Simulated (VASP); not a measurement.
Set up this calculation in VASP 6.6.1, as the native input.

```yaml
Task: single point
Functional: LDA
Potentials_or_basis: VASP PAW LDA potentials, release 64 (Sr_sv, Mg)
Cutoff: 520 eV
k_mesh: 14 × 14 × 14
Occupations: gaussian, width 0.15 eV
Spin: no spin polarisation
Dipole_correction: no
Further_INCAR_settings: ALGO = Fast; EDIFF = 1e-06; NBANDS = 13
```

The structure of SrMg lies in POSCAR:

```
SrMg
1.0
    4.0099165185      0.0000000000      0.0000000000
    0.0000000000      4.0099165185      0.0000000000
    0.0000000000      0.0000000000      3.6891231971
Sr Mg
1 1
Direct
    0.5000000000      0.5000000000      0.5000000000
    0.0000000000      0.0000000000      0.0000000000
```

This cell differs from its parent crystal: ratio of the length along z to the lengths across it x 0.92, volume and fractional coordinates fixed.

One way to write it, as run:

INCAR

```
  PREC = Accurate
  ENCUT = 520
  EDIFF = 1E-6
  ISMEAR = 0
  SIGMA = 0.15
  LREAL = F
  LASPH = T
  NELM = 80
  ALGO = Fast
  ISIF = 2
  LWAVE = F
  LCHARG = F
  NBANDS = 13
```

KPOINTS

```
regular mesh
0
Gamma
  14 14 14
```

Potentials or basis: VASP PAW LDA potentials, release 64 (Sr_sv, Mg).

Command:

```bash
$ cat potpaw_LDA.64/Sr_sv/POTCAR potpaw_LDA.64/Mg/POTCAR > POTCAR
$ mpirun -np 1 vasp_std > vasp.out
```

Results of the run:

```yaml
Pressure: 3.3 GPa
Band_gap_on_the_k_mesh: zero (band 6 reaches 3.28 eV, above the bottom of band 7 at 1.80 eV)
```

It took 2.3 min on 1 thread of Intel(R) Xeon(R) Platinum 8488C (Sapphire Rapids) (shared host), peak memory 0.35 GiB.
